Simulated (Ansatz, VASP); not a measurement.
## Two plane-wave programs on CoO

Contents of POSCAR:

```
CoO
1.0
    0.0000000000      4.2630000000      4.2630000000
    2.1315000000      0.0000000000      2.1315000000
    2.1315000000      2.1315000000      0.0000000000
Co O
2 2
Direct
    0.0000000000      0.0000000000      0.0000000000
    0.5000000000      0.0000000000      0.0000000000
    0.2500000000      0.5000000000      0.5000000000
    0.7500000000      0.5000000000      0.5000000000
```

Contents of INCAR.step1:

```
SYSTEM = CoO
  PREC = Accurate
  ENCUT = 520
  ISMEAR = -1
  SIGMA = 0.05
  LREAL = .False.
  LASPH = .True.
  NELM = 80
  NBANDS = 23
  GGA = PE
  ALGO = Normal
  EDIFF = 1E-4
  LWAVE = .True.
  LCHARG = .False.
```

File INCAR.step2:

```
SYSTEM = CoO
  PREC = Accurate
  ENCUT = 520
  EDIFF = 1E-6
  ISMEAR = -1
  SIGMA = 0.05
  LREAL = .False.
  LASPH = .True.
  NELM = 80
  ALGO = Normal
  ISIF = 2
  LWAVE = .False.
  LCHARG = .False.
  METAGGA = R2SCAN
  LMIXTAU = .True.
  NBANDS = 23
  ISTART = 1
```

Contents of KPOINTS:

```
regular mesh
0
Gamma
  5 10 10
  0 0 0
```

Input for Ansatz:

```yaml
crystal:
  lattice:
    - [0.0, 4.263, 4.263]
    - [2.1315, 0.0, 2.1315]
    - [2.1315, 2.1315, 0.0]
  atoms:
    - { symbol: Co, position: [0.0, 0.0, 0.0] }
    - { symbol: O, position: [0.25, 0.5, 0.5] }
    - { symbol: Co, position: [0.5, 0.0, 0.0] }
    - { symbol: O, position: [0.75, 0.5, 0.5] }
  symmetry: { tolerance: 0.0003 }
hamiltonian:
  xc: r2scan
  pseudopotentials: { kind: paw, azcp: { folder: soft_1 } }
basis:
  ecutwfc: 500
magnetization:
  spin_polarized: false
scf:
  occupations: { method: fermi_dirac, width: 0.05 }
kpoints:
  mp_grid: { grid: [5, 10, 10], shift: [0, 0, 0] }
output:
  forces: true
  stress: true
  eigenvalues: true
```

Alike in both runs: task single point; functional r2SCAN; k mesh 5 × 10 × 10; occupations fermi-dirac, width 0.05 eV; no spin polarisation.

```csv
,VASP,Ansatz
version,VASP 6.6.1,Ansatz 0.2.0
potentials or method,"VASP PAW PBE potentials, release 64 (Co, O), cutoff 520 eV",PAW plane waves
valence electrons in the cell,30,46
```

```tsv
	VASP	Ansatz	Ansatz less VASP
pressure (GPa)	-25.5	-26.1	-0.59
```

VASP's potentials were made for PBE, not for r2SCAN. The functional is the same, so the differences come from potentials, cutoffs and numerics. VASP's potentials hold 30 valence electrons a cell and Ansatz's 46, so a difference there can come from the potentials and not from the codes.
